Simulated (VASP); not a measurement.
The system is Zn.

```xyz
1
Lattice="0.0000 1.9648 1.9648 1.9648 0.0000 1.9648 1.9648 1.9648 0.0000" Properties=species:S:1:pos:R:3 pbc="T T T"
Zn    0.0000    0.0000    0.0000
```

```yaml
Program: VASP 6.6.1
Task: relaxation of cell and atoms
Functional: PBE
Dispersion: D4
Potentials_or_basis: VASP PAW PBE potentials, release 64 (Zn)
Cutoff: 600 eV
k_mesh: 12 × 12 × 12
Occupations: fermi-dirac, width 0.05 eV
Spin: no spin polarisation
```

At the start: pressure -3.1 GPa; volume 15.17 Å³/atom.

How do energy, volume and symmetry change on relaxing?

Over 3 steps the energy falls by 6.9 meV/atom and the volume is 14.49 Å³/atom (-4.5 %); space group Fm-3m (No. 225, to 0.05 Å).

Step by step:
```csv
step,energy change (eV),largest force (eV/Å),pressure (GPa),volume (Å³)
1,0.0000,0.0000,-3.09,15.17
2,-0.0069,0.0000,-0.25,14.54
3,-0.0069,0.0000,0.10,14.49
```

Final structure:
```
Zn
1.0
     0.00000    1.93490    1.93490
     1.93490    0.00000    1.93490
     1.93490    1.93490    0.00000
Zn
1
Direct
  0.00000 0.00000 0.00000
```

Caveat: pairwise dispersion overbinds metals, which lowers pressure and volume.
